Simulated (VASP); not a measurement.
Write the native input for VASP 6.6.1 that does the following.

```
Task                   : single point
Functional             : PBE
Dispersion             : D3(BJ)
Potentials or basis    : VASP PAW PBE potentials, release 64 (O, H, C)
Cutoff                 : 520 eV
k mesh                 : 1 × 1 × 1
Occupations            : fermi-dirac, width 0.05 eV
Spin                   : no spin polarisation
Dipole correction      : no
Further INCAR settings : LREAL = Auto; ALGO = Normal; EDIFF = 1e-06; NBANDS = 49
```

The structure of H16CO7 lies in POSCAR:

```
H16CO7
1.0
    6.2743050000      0.0000000000      0.0000000000
    0.0000000000      6.2743050000      0.0000000000
    0.0000000000      0.0000000000      6.2743050000
O H C
7 16 1
Direct
    0.0699838468      0.7200160018      0.2501631655
    0.1726087591      0.5641581020      0.8285539195
    0.9347648863      0.1316002330      0.2521076039
    0.3861304160      0.2900560301      0.2159282980
    0.5063030885      0.6089439388      0.4527832166
    0.8159788216      0.3896367805      0.6340622587
    0.5596954563      0.1750472762      0.8659445150
    0.1561766602      0.6705922010      0.1251772109
    0.1426452810      0.6689665230      0.3790379970
    0.3076516044      0.4807066281      0.7901114147
    0.0450089691      0.4936004864      0.7816164499
    0.8234378150      0.1356484902      0.1462950877
    1.0010670505     -0.0100409527      0.2489199999
    0.2269733461      0.2957937174      0.2185102573
    0.4437463592      0.2517250915      0.0741914842
    0.4821091738      0.4918951183      0.3398304673
    0.5815942961      0.7235701803      0.3845206760
    0.6903712842      0.4704744191      0.5787095144
    0.8524609499      0.2911398155      0.5224004890
    0.4231703750     -0.0749086951      0.6986431166
    0.6559132844      0.2775446842      0.7911952001
    0.2706913355      0.1526862338      0.7152664717
    0.5008363476      0.1383101395      0.5343540041
    0.4382477422      0.0903845127      0.6902119039
```

These files were run (other wordings do the same):

INCAR

```
SYSTEM = H16CO7
ALGO = Normal
EDIFF = 1E-6
ENCUT = 520
GGA = PE
ISIF = 2
ISMEAR = -1
IVDW = 12
LASPH = .True.
LCHARG = .False.
LREAL = Auto
LWAVE = .False.
NBANDS = 49
NELM = 80
PREC = Accurate
SIGMA = 0.05
```

KPOINTS

```
k-points
0
Gamma
  1 1 1
  0 0 0
```

Potentials or basis: VASP PAW PBE potentials, release 64 (O, H, C).

The run is started by

```bash
$ cat potpaw_PBE.64/O/POTCAR potpaw_PBE.64/H/POTCAR potpaw_PBE.64/C/POTCAR > POTCAR
$ mpirun -np 1 vasp_gam > vasp.out
```

Results of the run:

```
Pressure                   : 0.5 GPa
Largest force              : 2.874 eV/Å
Band gap on the k mesh     : 4.73 eV
Dispersion energy per atom : -0.034 eV
```

Caveat: the k points lie up to 1.00 Å⁻¹ apart.

Run time: 22 s on 1 thread of Intel(R) Xeon(R) Platinum 8488C (Sapphire Rapids), with other jobs on the host, peak memory 0.3 GiB.
